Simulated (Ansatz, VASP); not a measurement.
## Two plane-wave programs on Al

```
Al
1.0
     2.65166   -0.03860    0.00526
    -1.35926    2.45008   -0.04367
     0.00910   -0.08201    4.72556
Al
2
Direct
  0.62550 0.28809 0.76505
  0.42034 0.73128 0.23901
```

Alike in both runs: task single point; functional LDA; k mesh 8 × 8 × 4; occupations fermi-dirac, width 0.05 eV; no spin polarisation.

```csv
,VASP,Ansatz
version,VASP 6.6.1,Ansatz 0.2.0
potentials or method,"VASP PAW LDA potentials, release 64 (Al), cutoff 520 eV","plane waves, PAW"
valence electrons in the cell,6,6
```

Ansatz gave:

| Item | Value |
| --- | --- |
| pressure (GPa) | 5.7 |
| traceless stress, the component that is largest in VASP (GPa) | 2.60 |
| rms of the force components (eV/Å) | 0.398 |

Q: Estimate VASP's values.

A: Pressure (GPa): 5.8; traceless stress, the component that is largest in VASP (GPa): 2.59; rms of the force components (eV/Å): 0.401.

LDA's correlation is that of Perdew and Zunger in VASP and of Perdew and Wang (1992) in Ansatz. Atom by atom the forces differ by 0.003 eV/Å (rms over components). Ansatz's warnings: stress scf threshold loose.
